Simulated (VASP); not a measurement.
A run of VASP 6.6.1 is set up as follows.

Contents of INCAR:

```
ALGO = Normal ; EDIFF = 1E-6
ENCUT = 520 ; GGA = PE
ISIF = 2 ; ISMEAR = -1
LASPH = T ; LCHARG = F
LREAL = Auto ; LWAVE = F
NBANDS = 55 ; NELM = 100
PREC = Accurate ; SIGMA = 0.05
```

File KPOINTS:

```
k-points
0
Gamma
  1 1 1
```

POSCAR

```
H17ClO8
1.0
    6.8406160000      0.0000000000      0.0000000000
    0.0000000000      6.8406160000      0.0000000000
    0.0000000000      0.0000000000      6.8406160000
O H Cl
8 17 1
Direct
    0.2049523025      0.8437251850      0.4125651842
   -0.1610673659      0.3637099349      0.6051794166
    0.7981591132      0.7968288236      0.5585169523
    0.5427727561      0.0330671975      0.0799050846
    0.1935644392      0.3626135424      0.7341005547
    0.6807135498      0.6716792757      0.0590151530
    0.6641507139      0.0924770518      0.7360594426
    0.3460653251      0.7230781555      0.8065355518
    0.1661107713      0.9421227562      0.3250145893
    0.2404023263      0.7475203987      0.3060981643
   -0.0204075189      0.3698204957      0.6279697618
   -0.2001720313      0.3938534190      0.4702500477
    0.7810846275      0.6673667985      0.6117723901
    0.9454557894      0.8055707264      0.5452579124
    0.6030451059     -0.0950206823      0.1209832565
    0.6224147065      0.0754464218     -0.1150188813
    0.2322744034      0.4690659438      0.8153359288
    0.3214915148      0.3226463816      0.6728195239
    0.6304256810      0.5817019988      0.1636548521
    0.5770240575      0.6399423678     -0.0356400652
    0.7648726372      0.2088993155      0.6988844280
    0.7201836794     -0.0383737371      0.6914289590
    0.3341804305      0.8467512283      0.8647905393
    0.3253361978      0.7576656839      0.6708460174
    0.5476407388      0.1281755912      0.1985932261
    0.4914908248      0.3935610477      0.3201027510
```

Potentials or basis: VASP PAW PBE potentials, release 64 (O, H, Cl).

Command:

```console
$ cat potpaw_PBE.64/O/POTCAR potpaw_PBE.64/H/POTCAR potpaw_PBE.64/Cl/POTCAR > POTCAR
$ mpirun -np 1 vasp_gam > vasp.out
```

Question: What does it give for the pressure?

Answer: 1.0 GPa.

Question: Predict the band gap on the k mesh.

Answer: 4.02 eV.

Question: What does it give for the largest force?

Answer: 2.521 eV/Å.

Stress tensor (GPa, compression positive):
```
-0.37  0.49  0.44
 0.49  3.04 -0.35
 0.44 -0.35  0.26
```

Caveat: the k points lie up to 0.92 Å⁻¹ apart.
